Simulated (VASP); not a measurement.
# GaP (F-43m) in VASP: further runs

The runs below take GaP through single point, relaxation of cell and atoms, with PBE+D3(BJ).

Everything below comes from runs of VASP 6.6.1. Logs are shortened: lines on timing, memory, paths and dates and some standing lists are left out, and cuts for length are marked.

**Experimental background.**

“Stacking defects in GaP nanowires: Electronic structure and optical properties”, 2018, arxiv:1810.01194 quotes, for a bulk crystal of GaP at 10 K: band gap 2.34 eV (indirect).

The results are compared with them further down.

## (1) The cell of the first run

The structure is cubic, space group F-43m (No. 216). Conventional cell: a = 5.446 Å, b = 5.446 Å, c = 5.446 Å, α = 90.00°, β = 90.00°, γ = 90.00°. Ga (site symmetry -43m) has 4 P at 2.36 Å within 3.1 Å. Within 3.1 Å of P (site symmetry -43m) lie 4 Ga at 2.36 Å.

## (2) Single point, PBE+D3(BJ)

Input file INCAR:

```
ALGO = Normal
EDIFF = 1E-6
ENCUT = 520
GGA = PE
ISIF = 2
ISMEAR = 0
IVDW = 12
LASPH = T
LCHARG = F
LREAL = F
LWAVE = F
NBANDS = 16
NELM = 100
PREC = Accurate
SIGMA = 0.02
```

Input file KPOINTS:

```
k-points
0
Gamma
  8 8 8
```

Input file POSCAR:

```
GaP
1.0
    0.0000000000      2.7229173935      2.7229173935
    2.7229173935      0.0000000000      2.7229173935
    2.7229173935      2.7229173935      0.0000000000
Ga P
1 1
Direct
    0.0000000000      0.0000000000      0.0000000000
    0.7500000000      0.7500000000      0.7500000000
```

Potentials or basis: VASP PAW PBE potentials, release 64 (Ga_d, P).

Run with:

```sh
$ cat potpaw_PBE.64/Ga_d/POTCAR potpaw_PBE.64/P/POTCAR > POTCAR
$ mpirun -np 1 vasp_std > vasp.out
```

OUTCAR:

```text
EDIFF = 1E-6
   ENCUT = 520
   GGA = PE
   ISIF = 2
   ISMEAR = 0
   IVDW = 12
   LASPH = T
   LREAL = F
   NELM = 100
   PREC = Accurate
 IVDW          = 12

 ion  position               nearest neighbor table
   1  0.000  0.000  0.000-   2 2.36   2 2.36   2 2.36   2 2.36
   2  0.750  0.750  0.750-   1 2.36   1 2.36   1 2.36   1 2.36

  LATTYP: Found a face centered cubic cell.
 ALAT       =     5.4458347870

  Lattice vectors:

 A1 = (   0.0000000000,   2.7229173935,   2.7229173935)
 A2 = (   2.7229173935,   0.0000000000,   2.7229173935)
 A3 = (   2.7229173935,   2.7229173935,   0.0000000000)

Analysis of symmetry for initial positions (statically):
=====================================================================
 Subroutine PRICEL returns:
 Original cell was already a primitive cell.

 Routine SETGRP: Setting up the symmetry group for a
 face centered cubic supercell.

 Subroutine GETGRP returns: Found 24 space group operations
 (whereof 24 operations were pure point group operations)
 out of a pool of 48 trial point group operations.

The static configuration has the point symmetry T_d .

Analysis of symmetry for dynamics (positions and initial velocities):
=====================================================================
 Subroutine PRICEL returns:
 Original cell was already a primitive cell.

 Routine SETGRP: Setting up the symmetry group for a
 face centered cubic supercell.

 Subroutine GETGRP returns: Found 24 space group operations
 (whereof 24 operations were pure point group operations)
 out of a pool of 48 trial point group operations.

The dynamic configuration has the point symmetry T_d .

 Subroutine INISYM returns: Found 24 space group operations
 (whereof 24 operations are pure point group operations),
 and found     1 'primitive' translations

----------------------------------------------------------------------------------------

                                     Primitive cell

  volume of cell :      40.3769

  direct lattice vectors                    reciprocal lattice vectors
     0.000000000  2.722917393  2.722917393    -0.183626577  0.183626577  0.183626577
     2.722917393  0.000000000  2.722917393     0.183626577 -0.183626577  0.183626577
     2.722917393  2.722917393  0.000000000     0.183626577  0.183626577 -0.183626577

  length of vectors
     3.850786707  3.850786707  3.850786707     0.318050561  0.318050561  0.318050561

  position of ions in fractional coordinates (direct lattice)
     0.000000000  0.000000000  0.000000000
     0.750000000  0.750000000  0.750000000
[... 78 lines left out ...]
   LREAL  =      F    real-space projection
   EDIFFG = 0.1E-04   stopping-criterion for IOM
   NSW    =      0    number of steps for IOM
   IBRION =     -1    ionic relax: 0-MD 1-quasi-New 2-CG
   NFREE  =      0    steps in history (QN), initial steepest desc. (CG)
   ISIF   =      2    stress and relaxation
   ISYM   =      2    0-nonsym 1-usesym 2-fastsym
   POTIM  = 0.5000    time-step for ionic-motion
   TEBEG  =    0.0;   TEEND  =   0.0 temperature during run
   PSTRESS=    0.0 pullay stress
   NELECT =      18.0000    total number of electrons
   NUPDOWN=      -1.0000    fix difference up-down
   EMIN   =  10.00;   EMAX   =-10.00  energy-range for DOS
   EFERMI =   0.00;   METHOD = LEGACY
   ISMEAR =     0;   SIGMA  =   0.02  broadening in eV -4-tet -1-fermi 0-gaus
   EFERMI_NEDOS =   21; number of points for ismear=-14 and -15
   IALGO  =     38    algorithm
   IMIX   =      4    mixing-type and parameters
     AMIX     =   0.40;   BMIX     =  1.00
     AMIX_MAG =   1.60;   BMIX_MAG =  1.00
  volume/ion in A,a.u.               =      20.19       136.24
  Fermi-wavevector in a.u.,A,eV,Ry     =   1.250608  2.363306 21.279789  1.564020
  Thomas-Fermi vector in A             =   2.384594
   LORBIT       =      0    0 simple, 1 ext, 2 COOP (PROOUT), +10 PAW based schemes
   GGA     = PE    functional components
   LHFCALC =     F    Hartree Fock is set to
   AEXX    =    0.0000 exact exchange contribution
   IVDW    =    12    specifies the selected vdW correction
   LEPSILON=     F    determine dielectric tensor
   LRPA    =     F    only Hartree local field effects (RPA)
 non-spin polarized calculation
 Gauss-broadening in eV      SIGMA  =   0.02
  energy-cutoff  :      520.00
  volume of cell :       40.38
 maximum number of plane-waves:      1106
 NGX is ok and might be reduce to    30
   NGX = 15   NGY = 15   NGZ = 15

 number of electron      17.9999988 magnetization

 Free energy of the ion-electron system (eV)
  ---------------------------------------------------
  ext. energy  EPLUGINS =         0.00000000
  ---------------------------------------------------
  free energy    TOTEN  =        -9.11443037 eV

  energy without entropy =       -9.11443037  energy(sigma->0) =       -9.11443037

 E-fermi :   4.8076     XC(G=0):  -9.8447

 val. band max:        4.6784984484   @ k =   0.0000   0.0000   0.0000
 cond. band min:       6.3162914163   @ k =   0.3750   0.3750   0.0000
 fundamental gap:      1.6377929679
 Fermi energy:         4.8075581490

 k-point     1 :       0.0000    0.0000    0.0000
  band No.  band energies     occupation
      1      -9.8766      2.00000
      2      -9.8766      2.00000
      3      -9.8766      2.00000
      4      -9.7761      2.00000
      5      -9.7761      2.00000
      6      -7.8326      2.00000
[... 433 lines left out ...]
      3      -9.8333      2.00000
      4      -9.7813      2.00000
      5      -9.7687      2.00000
      6      -5.3507      2.00000
[... 8 lines left out ...]
     15      16.6928      0.00000
     16      17.2034      0.00000

 [... further k-points ...]

------------------------ aborting loop because EDIFF is reached ----------------------------------------

 Edisp (eV)   -0.63476

 E8    (eV) :    -0.2692

  FORCE on cell =-STRESS in cart. coord.  units (eV):
  Direction    XX          YY          ZZ          XY          YZ          ZX
  --------------------------------------------------------------------------------------
  -------------------------------------------------------------------------------------
  Total      -0.02151    -0.02151    -0.02151     0.00000    -0.00000    -0.00000
  in kB      -0.85368    -0.85368    -0.85368     0.00000    -0.00000    -0.00000
  external pressure =       -0.85 kB  Pullay stress =        0.00 kB

 VOLUME and BASIS-vectors are now :
 -----------------------------------------------------------------------------
  energy-cutoff  :      520.00
  volume of cell :       40.38
      direct lattice vectors                 reciprocal lattice vectors
     0.000000000  2.722917393  2.722917393    -0.183626577  0.183626577  0.183626577
     2.722917393  0.000000000  2.722917393     0.183626577 -0.183626577  0.183626577
     2.722917393  2.722917393  0.000000000     0.183626577  0.183626577 -0.183626577

 POSITION                                       TOTAL-FORCE (eV/Angst)
 -----------------------------------------------------------------------------------
      0.00000      0.00000      0.00000         0.000000      0.000000      0.000000
      4.08438      4.08438      4.08438        -0.000000     -0.000000     -0.000000
 -----------------------------------------------------------------------------------
    total drift:                               -0.000002     -0.000002     -0.000002

  FREE ENERGIE OF THE ION-ELECTRON SYSTEM (eV)
  ---------------------------------------------------
  free  energy   TOTEN  =        -9.7491891173 eV

  energy  without entropy=       -9.7491891173  energy(sigma->0) =       -9.74918912
```

stdout:

```text
POSCAR found type information on POSCAR GaP
 POSCAR found :  2 types and       2 ions
 scaLAPACK will be used
 LDA part: xc-table for (Slater+PW92), standard interpolation
 POSCAR, INCAR and KPOINTS ok, starting setup
 FFT: planning ... GRIDC
 FFT: planning ... GRID_SOFT
 FFT: planning ... GRID
 WAVECAR not read
 entering main loop
```

Run time: 16 s. Hardware: 1 thread of Intel Xeon Platinum 8559C (Emerald Rapids), shared host; peak memory 0.18 GiB.

Results:

```yaml
Free_energy: -9.7492 eV
Pressure: -0.1 GPa
Band_gap_on_the_k_mesh: 1.64 eV (least direct gap 1.85 eV)
Dispersion_energy_per_atom: -0.317 eV
```

(Part 1 of 2 ends here.)
